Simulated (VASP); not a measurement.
Here is a VASP 6.6.1 calculation.

INCAR

```
SYSTEM = CdS
PREC = Accurate ; ENCUT = 600
EDIFF = 1E-7 ; ISMEAR = -1
SIGMA = 0.05 ; LREAL = .False.
LASPH = .True. ; NELM = 80
ALGO = Normal ; ISIF = 3
LWAVE = .False. ; LCHARG = .False.
GGA = RP ; IVDW = 12
IBRION = 2 ; NSW = 60
EDIFFG = -0.01
```

File KPOINTS:

```
Automatic mesh
0
Gamma
  8 8 8
  0 0 0
```

Contents of POSCAR:

```
CdS
1.0
    0.0000000000      2.7532440000      2.7532440000
    2.7532440000      0.0000000000      2.7532440000
    2.7532440000      2.7532440000      0.0000000000
Cd S
1 1
Direct
    0.0000000000      0.0000000000      0.0000000000
    0.5000000000      0.5000000000      0.5000000000
```

Potentials or basis: VASP PAW PBE potentials, release 64 (Cd, S).

Command:

```sh
$ cat potpaw_PBE.64/Cd/POTCAR potpaw_PBE.64/S/POTCAR > POTCAR
$ mpirun -np 1 vasp_std > vasp.out
```

(1) Estimate the band gap on the k mesh.

(2) Estimate the space group after relaxing (to 0.05 Å).

(3) Predict the dispersion energy per atom.

Answers

(1) 0.30 eV, indirect (least direct gap 2.91 eV).

(2) Fm-3m (No. 225).

(3) -1.835 eV.
